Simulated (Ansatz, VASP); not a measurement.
# Two plane-wave programs on Ge7Os

```
Ge Os
1.0
     0.00000    4.13942    4.13942
     4.13942    0.00000    4.13942
     4.13942    4.13942    0.00000
Ge Os
7 1
Direct
  0.50000 0.50000 0.50000
  0.50000 0.00000 0.00000
  0.50000 0.00000 0.50000
  0.00000 0.50000 0.50000
  0.00000 0.50000 0.00000
  0.50000 0.50000 0.00000
  0.00000 0.00000 0.50000
  0.00000 0.00000 0.00000
```

Change from the starting cell: species swapped into the CuPt7 type (Fm-3m, No. 225).

Alike in both runs: functional PBE; k mesh 8 × 8 × 8; occupations gaussian, width 0.1 eV; no spin polarisation.

Ansatz relaxed the structure, and its values are those at the end. VASP's run is a single point on that final structure, the one shown.

|  | VASP | Ansatz |
| --- | --- | --- |
| version | VASP 6.6.1 | Ansatz 0.2.0 |
| potentials or method | VASP PAW PBE potentials, release 64 (Ge_d, Os), cutoff 520 eV | scalar-relativistic, plane waves, PAW |
| valence electrons in the cell | 106 | 114 |

```tsv
	VASP	Ansatz	Ansatz less VASP
gap on the k mesh at the Fermi level (eV)	none	none	-
pressure (GPa)	0.1	0.0	-0.06
```

A gap of «none» marks a metal or a gap that the smearing closes. VASP's potentials hold 106 valence electrons a cell and Ansatz's 114, so a difference there can come from the potentials and not from the codes.

Spin-orbit coupling is off throughout.
